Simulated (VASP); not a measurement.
Input of a VASP 6.6.1 run:

The input INCAR:

```
PREC = Accurate ; ENCUT = 560
EDIFF = 1E-6 ; ISMEAR = 0
SIGMA = 0.1 ; LREAL = F
LASPH = T ; NELM = 120
ALGO = Normal ; ISIF = 2
LWAVE = F ; LCHARG = F
GGA = PE ; NBANDS = 31
GGA_COMPAT = F
```

Contents of KPOINTS:

```
Automatic mesh
0
Gamma
  6 6 4
```

File POSCAR:

```
Ti2B2Os
1.0
    3.8889686000      0.0000000000      0.0000000000
   -1.9444843000      3.3679456000      0.0000000000
    0.0000000000      0.0000000000      5.4224827100
Ti B Os
2 2 1
Direct
    0.3333333300      0.6666666700      0.5000000000
    0.6666666700      0.3333333300      0.5000000000
    0.0000000000      0.0000000000      0.3028797600
    0.0000000000      0.0000000000      0.6971202400
    0.0000000000      0.0000000000      0.0000000000
```

Potentials or basis: VASP PAW PBE potentials, release 64 (Ti_sv, B, Os_sv_GW).

Launch:

```sh
$ cat potpaw_PBE.64/Ti_sv/POTCAR potpaw_PBE.64/B/POTCAR potpaw_PBE.64/Os_sv_GW/POTCAR > POTCAR
$ mpirun -np 1 vasp_std > vasp.out
```

Task: Predict the band gap on the k mesh.

Result: Zero (bands 23 and 24 overlap by 0.58 eV).

Task: Predict the pressure.

Result: 26.2 GPa.

Task: Predict the largest force.

Result: 14.229 eV/Å.

Forces in eV/Å, atoms in the order of the input:
```
Ti    0.000   0.000   0.000
Ti    0.000   0.000   0.000
B     0.000   0.000  14.229
B     0.000   0.000 -14.229
Os    0.000   0.000   0.000
```

Caveat: the stress differs along the axes, from 6 to 66 GPa; spin-orbit coupling is left out, which moves the levels of the heavy elements; forces of over 1 eV/Å act on the atoms, so gaps and moduli don't describe the material at rest.
